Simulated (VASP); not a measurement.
A run of VASP 6.6.1:

INCAR

```
SYSTEM = Ru
PREC = Accurate ; ENCUT = 520
EDIFF = 1E-6 ; ISMEAR = -1
SIGMA = 0.1 ; LREAL = .False.
LASPH = .True. ; NELM = 100
ALGO = Normal ; ISIF = 2
LWAVE = .False. ; LCHARG = .False.
GGA = CA ; NBANDS = 13
```

Contents of KPOINTS:

```
regular mesh
0
Gamma
  17 17 17
  0 0 0
```

POSCAR

```
Ru
1.0
   -1.5393432125      1.5393432125      1.5393432125
    1.5393432125     -1.5393432125      1.5393432125
    1.5393432125      1.5393432125     -1.5393432125
Ru
1
Direct
    0.0000000000      0.0000000000      0.0000000000
```

Potentials or basis: VASP PAW LDA potentials, release 64 (Ru_pv).

The run is started by

```sh
$ cat potpaw_LDA.64/Ru_pv/POTCAR > POTCAR
$ mpirun -np 1 vasp_std > vasp.out
```

Hardware: 1 thread of Intel Xeon 8259CL, on a shared host.

**Question.** Estimate the wall time of this run.

**Answer.** Wall time 26 s on 1 thread of Intel Xeon 8259CL, on a shared host, peak memory 0.14 GiB. Counts: scf iterations 11, k points 165.
